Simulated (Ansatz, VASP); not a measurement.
## BaV2 in VASP and in Ansatz

File INCAR:

```
SYSTEM = BaV2
ALGO = Normal
EDIFF = 1E-6
ENCUT = 520
GGA = PE
ISIF = 2
ISMEAR = 0
ISPIN = 2
LASPH = .True.
LCHARG = .True.
LELF = .True.
LMAXMIX = 4
LORBIT = 11
LREAL = .False.
LVHAR = .True.
LWAVE = .False.
MAGMOM = 0 0 2 2 2 2
NBANDS = 49
NELM = 150
PREC = Accurate
SIGMA = 0.1
```

The input KPOINTS:

```
k-points
0
Gamma
  4 4 4
  0 0 0
```

File POSCAR:

```
BaV2
1.0
    0.0000000000      4.0002806021      4.0002806021
    4.0002806021      0.0000000000      4.0002806021
    4.0002806021      4.0002806021      0.0000000000
Ba V
2 4
Direct
    0.0000000000      0.0000000000      0.0000000000
    0.2500000000      0.2500000000      0.2500000000
    0.6250000000      0.6250000000      0.6250000000
    0.1250000000      0.6250000000      0.6250000000
    0.6250000000      0.6250000000      0.1250000000
    0.6250000000      0.1250000000      0.6250000000
```

Input for Ansatz:

```yaml
crystal:
  lattice:
    - [0.0, 4.0002806021, 4.0002806021]
    - [4.0002806021, 0.0, 4.0002806021]
    - [4.0002806021, 4.0002806021, 0.0]
  atoms:
    - { symbol: Ba, position: [0.0, 0.0, 0.0] }
    - { symbol: Ba, position: [0.25, 0.25, 0.25] }
    - { symbol: V, position: [0.625, 0.625, 0.625], spin: 2.0 }
    - { symbol: V, position: [0.125, 0.625, 0.625], spin: 2.0 }
    - { symbol: V, position: [0.625, 0.625, 0.125], spin: 2.0 }
    - { symbol: V, position: [0.625, 0.125, 0.625], spin: 2.0 }
basis:
  ecutwfc: 420
kpoints:
  mp_grid: { grid: [4, 4, 4] }
hamiltonian:
  xc: pbe
scf:
  occupations: { method: gaussian, width: 0.1 }
  lower_state_search: "off"
output:
  forces: true
  stress: true
  eigenvalues: true
  populations: true
magnetization:
  spin_polarized: true
```

Alike in both runs: task single point; functional PBE; k mesh 4 × 4 × 4; occupations gaussian, width 0.1 eV; collinear spin.

|  | VASP | Ansatz |
| --- | --- | --- |
| version | VASP 6.6.1 | Ansatz 0.2.0 |
| potentials or method | VASP PAW PBE potentials, release 64 (Ba_sv, V_sv), cutoff 520 eV | scalar-relativistic, plane waves, PAW |
| valence electrons in the cell | 72 | 72 |

|  | VASP | Ansatz | Ansatz less VASP |
| --- | --- | --- | --- |
| gap on the k mesh at the Fermi level (eV) | none | none | - |
| pressure (GPa) | -0.3 | -1.5 | -1.18 |
| net moment per atom (μB) | 0.00 | 0.00 | 0.000 |

A gap of «none» marks a metal or a gap that the smearing closes. Ansatz's warnings: seeded moment not kept.

Spin-orbit coupling is off throughout.
